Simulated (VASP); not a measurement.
Runs of VASP 6.6.1 on GaN. The structure is that of space group F-43m (No. 216), or close to it. The cells are those of the table. 

| cell | gap on the mesh (eV) | pressure (GPa) |
| --- | --- | --- |
| a = 3.087, b = 3.087, c = 3.153 Å, angles 60.7, 60.7, 90.0°, 2 atoms | 2.02 | (a) |
| a = 3.182, b = 3.182, c = 3.149 Å, angles 59.7, 59.7, 90.0°, 2 atoms | 1.85 | -0.8 |
| a = 3.135, b = 3.135, c = 3.151 Å, angles 60.2, 60.2, 90.0°, 2 atoms | (b) | (c) |
| a = 3.119, b = 3.119, c = 3.152 Å, angles 60.3, 60.3, 90.0°, 2 atoms | 2.00 | 2.9 |

Alike in all rows: task single point; level LDA; potentials or basis VASP PAW LDA potentials, release 64 (Ga_d, N_h); no spin polarisation; k mesh 10 × 10 × 10; cutoff (eV) 1330; smearing gaussian 0.01 eV.

Task: Estimate the missing entries.

Result: (a) 5.0; (b) 1.99; (c) 1.9.

Caveats: the stress differs along the axes, from 1 to 7 GPa (at least some runs).

A k mesh can miss the band edges, and the runs leave out spin-orbit coupling on Ga.
